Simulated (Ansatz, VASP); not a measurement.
# Two plane-wave programs on WC

File INCAR:

```
SYSTEM = WC
ALGO = Normal
EDIFF = 1E-7
ENCUT = 520
GGA = PE
ISIF = 2
ISMEAR = 0
LASPH = .TRUE.
LCHARG = .FALSE.
LREAL = .FALSE.
LWAVE = .FALSE.
NBANDS = 16
NELM = 60
PREC = Accurate
SIGMA = 0.15
```

KPOINTS

```
k-points
0
G
  18 18 16
  0 0 0
```

POSCAR

```
WC
1.0
    2.9005014360      0.0000000000      0.0000000000
   -1.4502507180      2.5119079273      0.0000000000
    0.0000000000      0.0000000000      2.8290000000
W C
1 1
Direct
    0.0000000000      0.0000000000     -0.0530222694
    0.6666666667      0.3333333333      0.5000000000
```

Input for Ansatz:

```yaml
crystal:
  lattice:
    - [2.900501436, 0.0, 0.0]
    - [-1.450250718, 2.5119079273, 0.0]
    - [0.0, 0.0, 2.829]
  atoms:
    - { symbol: W, position: [0.0, 0.0, -0.0530222694] }
    - { symbol: C, position: [0.6666666667, 0.3333333333, 0.5] }
basis:
  ecutwfc: 420
kpoints:
  mp_grid: { grid: [18, 18, 16] }
hamiltonian:
  xc: pbe
scf:
  occupations: { method: gaussian, width: 0.15 }
output:
  forces: true
  stress: true
  eigenvalues: true
  write_density: true
  write_potential: true
  elf: true
  volumetric_format: npy
```

Alike in both runs: task single point; functional PBE; k mesh 18 × 18 × 16; occupations gaussian, width 0.15 eV; no spin polarisation.

```csv
,VASP,Ansatz
version,VASP 6.6.1,Ansatz 0.2.0
potentials or method,"VASP PAW PBE potentials, release 64 (W_sv, C), cutoff 520 eV","scalar-relativistic, plane waves, PAW"
valence electrons in the cell,18,18
```

|  | VASP | Ansatz | Ansatz less VASP |
| --- | --- | --- | --- |
| gap on the k mesh at the Fermi level (eV) | none | none | - |
| pressure (GPa) | 14.8 | 13.6 | -1.23 |
| traceless stress, the component that is largest in VASP (GPa) | 1.80 | 1.61 | -0.189 |
| rms of the force components (eV/Å) | 1.327 | 1.317 | -0.0103 |

Atom by atom the forces differ by 0.010 eV/Å (rms over components). A gap of «none» marks a metal or a gap that the smearing closes.

Neither program's run includes spin-orbit coupling.
